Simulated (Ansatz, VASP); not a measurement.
## BiTe: VASP beside Ansatz

```xyz
2
Lattice="0.0000 3.2350 3.2350 3.2350 0.0000 3.2350 3.2350 3.2350 0.0000" Properties=species:S:1:pos:R:3 pbc="T T T"
Bi    0.0000    0.0000    0.0000
Te    3.2350    3.2350    3.2350
```

Alike in both runs: task single point; functional PBE; k mesh 7 × 7 × 7; occupations gaussian, width 0.029 eV; no spin polarisation.

```csv
,VASP,Ansatz
version,VASP 6.6.1,Ansatz 0.2.0
potentials or method,"VASP PAW PBE potentials, release 64 (Bi_d, Te)",Ansatz PAW
plane-wave cutoff (eV),520,420
valence electrons in the cell,21,31
```

```csv
,VASP,Ansatz,Ansatz less VASP
gap on the k mesh at the Fermi level (eV),none,none,-
pressure (GPa),0.9,1.0,+0.05
```

A gap of «none» marks a metal or a gap that the smearing closes. The functional is the same, so the differences come from potentials, cutoffs and numerics. VASP's potentials hold 21 valence electrons a cell and Ansatz's 31, so a difference there can come from the potentials and not from the codes.

Neither program's run includes spin-orbit coupling.
